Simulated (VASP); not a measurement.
# Pd (I4/mmm) in VASP: further runs

Runs on Pd. Level: PBEsol. Tasks: single point.

All numbers are computed with VASP 6.6.1; they aren't measurements. Logs are shortened: lines on timing, memory, paths and dates and some standing lists are left out, and cuts for length are marked.

### 1 The cell of the first run

The structure is tetragonal, space group I4/mmm (No. 139). The conventional cell has a = 2.819 Å, b = 2.819 Å, c = 3.695 Å, α = 90.00°, β = 90.00°, γ = 90.00°. Pd (site symmetry 4/mmm) has 14 Pd at 2.72 to 3.70 Å within 3.7 Å.

### 2 Single point, PBEsol (strain +0.025 along x and y, -0.050 along z)

The input, INCAR:

```
SYSTEM = Pd
PREC = Accurate
ENCUT = 520
EDIFF = 1E-7
ISMEAR = 0
SIGMA = 0.15
LREAL = .False.
LASPH = .True.
NELM = 80
ALGO = Fast
ISIF = 2
LWAVE = .False.
LCHARG = .True.
GGA = PS
LELF = .True.
LVHAR = .True.
NBANDS = 11
```

The input, KPOINTS:

```
Automatic mesh
0
Gamma
  20 20 20
  0 0 0
```

The input, POSCAR:

```
Pd
1.0
    0.0000000000      1.9935225000      1.8476550000
    1.9935225000      0.0000000000      1.8476550000
    1.9935225000      1.9935225000      0.0000000000
Pd
1
Direct
    0.0000000000      0.0000000000      0.0000000000
```

Potentials or basis: VASP PAW PBE potentials, release 64 (Pd).

The run is started by

```sh
cat potpaw_PBE.64/Pd/POTCAR > POTCAR
mpirun -np 1 vasp_std > vasp.out
```

OUTCAR:

```text
SYSTEM = Pd
   PREC = Accurate
   ENCUT = 520
   EDIFF = 1E-7
   ISMEAR = 0
   LREAL = .False.
   LASPH = .True.
   NELM = 80
   ISIF = 2
   GGA = PS

 ion  position               nearest neighbor table
   1  0.000  0.000  0.000-

  LATTYP: Found a body centered tetragonal cell.
 ALAT       =     2.8192665564
 C/A-ratio  =     1.3107345212

  Lattice vectors:

 A1 = (   0.0000000000,  -1.9935225000,  -1.8476550000)
 A2 = (   0.0000000000,   1.9935225000,  -1.8476550000)
 A3 = (   1.9935225000,   0.0000000000,   1.8476550000)

Analysis of symmetry for initial positions (statically):
=====================================================================
 Subroutine PRICEL returns:
 Original cell was already a primitive cell.

 Routine SETGRP: Setting up the symmetry group for a
 body centered tetragonal supercell.

 Subroutine GETGRP returns: Found 16 space group operations
 (whereof 16 operations were pure point group operations)
 out of a pool of 16 trial point group operations.

The static configuration has the point symmetry D_4h.

Analysis of symmetry for dynamics (positions and initial velocities):
=====================================================================
 Subroutine PRICEL returns:
 Original cell was already a primitive cell.

 Routine SETGRP: Setting up the symmetry group for a
 body centered tetragonal supercell.

 Subroutine GETGRP returns: Found 16 space group operations
 (whereof 16 operations were pure point group operations)
 out of a pool of 16 trial point group operations.

The dynamic configuration has the point symmetry D_4h.

 Subroutine INISYM returns: Found 16 space group operations
 (whereof 16 operations are pure point group operations),
 and found     1 'primitive' translations

----------------------------------------------------------------------------------------

                                     Primitive cell

  volume of cell :      14.6856

  direct lattice vectors                    reciprocal lattice vectors
     0.000000000  1.993522500  1.847655000    -0.250812318  0.250812318  0.270613291
     1.993522500  0.000000000  1.847655000     0.250812318 -0.250812318  0.270613291
     1.993522500  1.993522500  0.000000000     0.250812318  0.250812318 -0.270613291

  length of vectors
     2.718080381  2.718080381  2.819266556     0.446144810  0.446144810  0.446144810

  position of ions in fractional coordinates (direct lattice)
     0.000000000  0.000000000  0.000000000

  ion indices of the primitive-cell ions
   primitive index   ion index
                 1           1

----------------------------------------------------------------------------------------

 KPOINTS: Automatic mesh

Automatic generation of k-mesh.
 Grid dimensions read from file:
 generate k-points for:   20   20   20

 Generating k-lattice:

  Cartesian coordinates                     Fractional coordinates (reciprocal lattice)
    -0.012540616  0.012540616  0.013530665     0.050000000 -0.000000000  0.000000000
     0.012540616 -0.012540616  0.013530665    -0.000000000  0.050000000  0.000000000
     0.012540616  0.012540616 -0.013530665     0.000000000  0.000000000  0.050000000

  Length of vectors
     0.022307240  0.022307240  0.022307240

  Shift w.r.t. Gamma in fractional coordinates (k-lattice)
     0.000000000  0.000000000  0.000000000

 Subroutine IBZKPT returns following result:
 ===========================================

 Found    641 irreducible k-points:

 Following reciprocal coordinates:
            Coordinates               Weight
  0.000000  0.000000  0.000000      1.000000
  0.050000  0.000000  0.000000      8.000000
  0.100000  0.000000  0.000000      8.000000
  0.150000  0.000000  0.000000      8.000000
  0.200000  0.000000  0.000000      8.000000
  0.250000  0.000000  0.000000      8.000000
[... 16 lines left out ...]
 -0.400000  0.050000  0.000000      8.000000
 -0.350000  0.050000  0.000000      8.000000
 [... further k-points ...]
   k-points           NKPTS =    641   k-points in BZ     NKDIM =    641   number of bands    NBANDS=     11
   number of dos      NEDOS =    301   number of ions     NIONS =      1
   total plane-waves  NPLWV =   9600
   dimension x,y,z NGX =    20 NGY =   20 NGZ =   24
   dimension x,y,z NGXF=    40 NGYF=   40 NGZF=   48
   ions per type =               1
   NGX,Y,Z   is equivalent  to a cutoff of  12.23, 12.23, 14.15 a.u.
   NGXF,Y,Z  is equivalent  to a cutoff of  24.47, 24.47, 28.30 a.u.
 SYSTEM =  Pd
   PREC   = accura    normal or accurate (medium, high low for compatibility)
   ISTART =      0    job   : 0-new  1-cont  2-samecut
   ICHARG =      2    charge: 1-file 2-atom 10-const
   ISPIN  =      1    spin polarized calculation?
   LNONCOLLINEAR =      F non collinear calculations
   LSORBIT =      F    spin-orbit coupling
   LASPH  =      T    aspherical Exc in radial PAW
   ENCUT  =  520.0 eV  38.22 Ry    6.18 a.u.   5.05  5.05  5.24*2*pi/ulx,y,z
   NELM   =     80;   NELMIN=  2; NELMDL= -5     # of ELM steps
   EDIFF  = 0.1E-06   stopping-criterion for ELM
   LREAL  =      F    real-space projection
   EDIFFG = 0.1E-05   stopping-criterion for IOM
   NSW    =      0    number of steps for IOM
   IBRION =     -1    ionic relax: 0-MD 1-quasi-New 2-CG
   NFREE  =      0    steps in history (QN), initial steepest desc. (CG)
   ISIF   =      2    stress and relaxation
   ISYM   =      2    0-nonsym 1-usesym 2-fastsym
   POTIM  = 0.5000    time-step for ionic-motion
   TEBEG  =    0.0;   TEEND  =   0.0 temperature during run
   PSTRESS=    0.0 pullay stress
   NELECT =      10.0000    total number of electrons
   NUPDOWN=      -1.0000    fix difference up-down
   EMIN   =  10.00;   EMAX   =-10.00  energy-range for DOS
   EFERMI =   0.00;   METHOD = LEGACY
   ISMEAR =     0;   SIGMA  =   0.15  broadening in eV -4-tet -1-fermi 0-gaus
   EFERMI_NEDOS =   21; number of points for ismear=-14 and -15
   IALGO  =     68    algorithm
   IMIX   =      4    mixing-type and parameters
     AMIX     =   0.40;   BMIX     =  1.00
     AMIX_MAG =   1.60;   BMIX_MAG =  1.00
  volume/ion in A,a.u.               =      14.69        99.10
  Fermi-wavevector in a.u.,A,eV,Ry     =   1.440270  2.721715 28.223604  2.074376
  Thomas-Fermi vector in A             =   2.559032
   LORBIT       =      0    0 simple, 1 ext, 2 COOP (PROOUT), +10 PAW based schemes
   GGA     = PS    functional components
   LHFCALC =     F    Hartree Fock is set to
   AEXX    =    0.0000 exact exchange contribution
   IVDW    =     0    specifies the selected vdW correction
   LEPSILON=     F    determine dielectric tensor
   LRPA    =     F    only Hartree local field effects (RPA)
 non-spin polarized calculation
 RMM-DIIS sequential band-by-band and
 Gauss-broadening in eV      SIGMA  =   0.15
  energy-cutoff  :      520.00
  volume of cell :       14.69
 maximum number of plane-waves:       426
   NGX = 11   NGY = 11   NGZ = 11

 number of electron      10.0000000 magnetization

 Free energy of the ion-electron system (eV)
  ---------------------------------------------------
  ext. energy  EPLUGINS =         0.00000000
  ---------------------------------------------------
  free energy    TOTEN  =        -5.96403564 eV

  energy without entropy =       -5.93874979  energy(sigma->0) =       -5.95139272

 E-fermi :   9.6850     XC(G=0): -13.4072

 val. band max:        9.6822353931   @ k =  -0.1000   0.4000   0.3000
 cond. band min:       9.6863763169   @ k =   0.4500   0.0000   0.2500
 fundamental gap:      0.0041409238
 Fermi energy:         9.6850151393

 k-point     1 :       0.0000    0.0000    0.0000
  band No.  band energies     occupation
      1       2.4219      2.00000
      2       6.6173      2.00000
      3       6.6173      2.00000
      4       7.2964      2.00000
      5       8.0768      2.00000
      6       8.7818      2.00000
      7      26.9252      0.00000
      8      31.0074      0.00000
      9      31.0074      0.00000
     10      32.9246      0.00000
     11      36.9040      0.00000

 k-point     2 :       0.0500    0.0000    0.0000
  band No.  band energies     occupation
      1       2.5138      2.00000
      2       6.6122      2.00000
      3       6.6492      2.00000
      4       7.2985      2.00000
      5       8.0691      2.00000
      6       8.7594      2.00000
      7      27.0222      0.00000
      8      30.6603      0.00000
      9      31.1154      0.00000
     10      32.7081      0.00000
     11      37.3805      0.00000

 k-point     3 :       0.1000    0.0000    0.0000
  band No.  band energies     occupation
      1       2.7815      2.00000
      2       6.5881      2.00000
      3       6.7313      2.00000
      4       7.3194      2.00000
      5       8.0609      2.00000
      6       8.7019      2.00000
      7      27.2544      0.00000
      8      29.5813      0.00000
      9      31.4278      0.00000
     10      32.7061      0.00000
     11      37.2153      0.00000

 k-point     4 :       0.1500    0.0000    0.0000
  band No.  band energies     occupation
      1       3.1963      2.00000
      2       6.5475      2.00000
      3       6.8198      2.00000
      4       7.3740      2.00000
      5       8.0978      2.00000
      6       8.6396      2.00000
      7      27.2506      0.00000
      8      28.3662      0.00000
      9      31.9067      0.00000
     10      33.0410      0.00000
     11      36.0820      0.00000

 k-point     5 :       0.2000    0.0000    0.0000
  band No.  band energies     occupation
      1       3.6906      2.00000
      2       6.5580      2.00000
      3       6.8542      2.00000
      4       7.4327      2.00000
      5       8.2402      2.00000
      6       8.6234      2.00000
      7      25.9908      0.00000
      8      28.0789      0.00000
      9      32.4707      0.00000
     10      33.4736      0.00000
     11      35.3394      0.00000
[... 211 lines left out ...]
 k-point    21 :       0.5000    0.0500    0.0000
  band No.  band energies     occupation
      1       4.3832      2.00000
      2       6.4969      2.00000
      3       7.0769      2.00000
      4       9.0374      2.00000
      5       9.8414      0.14041
      6      11.1181      0.00000
      7      17.0636      0.00000
      8      26.1459      0.00000
      9      29.7054      0.00000
     10      31.4110      0.00000
     11      36.4332      0.00000

 k-point    22 :      -0.4500    0.0500    0.0000
  band No.  band energies     occupation
      1       4.3926      2.00000
      2       6.5017      2.00000
      3       7.0782      2.00000
      4       9.0652      2.00000
      5       9.7419      0.59205
      6      10.9283      0.00000
      7      17.3316      0.00000
      8      26.1992      0.00000
      9      30.0261      0.00000
     10      31.1710      0.00000
     11      36.4031      0.00000

 k-point    23 :      -0.4000    0.0500    0.0000
  band No.  band energies     occupation
      1       4.4333      2.00000
      2       6.5486      2.00000
      3       7.1227      2.00000
      4       8.8200      2.00000
      5       9.5005      1.91813
      6      10.2478      0.00000
      7      18.5088      0.00000
      8      26.4385      0.00000
      9      30.7249      0.00000
     10      31.1937      0.00000
     11      36.1525      0.00000

 k-point    24 :      -0.3500    0.0500    0.0000
  band No.  band energies     occupation
      1       4.4787      2.00000
      2       6.6321      2.00000
      3       7.2037      2.00000
      4       8.1946      2.00000
      5       9.1579      2.00000
      6       9.6655      1.14564
      7      20.1378      0.00000
      8      26.8439      0.00000
      9      31.4201      0.00000
     10      31.7668      0.00000
     11      35.6800      0.00000

 [... further k-points ...]

------------------------ aborting loop because EDIFF is reached ----------------------------------------

  FORCE on cell =-STRESS in cart. coord.  units (eV):
  Direction    XX          YY          ZZ          XY          YZ          ZX
  --------------------------------------------------------------------------------------
  -------------------------------------------------------------------------------------
  Total       -0.2595439     -0.2595439      0.0131061      0.0000000     -0.0000000     -0.0000000
  in kB      -28.3157574    -28.3157574      1.4298539      0.0000000     -0.0000000     -0.0000000
  external PRESSURE =     -18.4005536 kB  Pullay stress =       0.0000000 kB

 VOLUME and BASIS-vectors are now :
 -----------------------------------------------------------------------------
  energy-cutoff  :      520.00
  volume of cell :       14.69
      direct lattice vectors                 reciprocal lattice vectors
     0.000000000  1.993522500  1.847655000    -0.250812318  0.250812318  0.270613291
     1.993522500  0.000000000  1.847655000     0.250812318 -0.250812318  0.270613291
     1.993522500  1.993522500  0.000000000     0.250812318  0.250812318 -0.270613291

 POSITION                                       TOTAL-FORCE (eV/Angst)
 -----------------------------------------------------------------------------------
      0.00000      0.00000      0.00000         0.000000      0.000000     -0.000000
 -----------------------------------------------------------------------------------
    total drift:                                0.000000     -0.000000      0.000000

  FREE ENERGIE OF THE ION-ELECTRON SYSTEM (eV)
  ---------------------------------------------------
  free  energy   TOTEN  =        -5.9640356381 eV

  energy  without entropy=       -5.9387497939  energy(sigma->0) =       -5.95139272
```

Wall time 3.1 min (1 thread of Intel Xeon 8259CL, shared host); peak memory 0.22 GiB.

Results:

| Quantity | Value |
| --- | --- |
| Free energy | -5.9640 eV |
| Pressure | -1.8 GPa |
| Band gap on the k mesh | zero (bands 5 and 6 overlap by 1.81 eV) |

Levels at points of the mesh, in eV from the Fermi level:
```
           k point  band 3  band 4  band 5  band 6  band 7  band 8
(0.00, 0.00, 0.00)   -3.07   -2.39   -1.61   -0.90   17.24   21.32
(0.50, 0.00, 0.00)   -2.55   -0.18    0.16    0.94    7.34   16.34
(0.50, 0.50, 0.00)   -0.03    0.32    0.32    4.32   12.18   12.21
(0.50, 0.00, 0.50)   -0.07    0.06    0.50    2.78   10.10   13.43
```

Caveat: the cell differs from its parent crystal (strain +0.025 along x and y, -0.050 along z); the PAW data sets were made with another functional, which shifts forces and pressure a little.

(Part 1 of 2 ends here.)
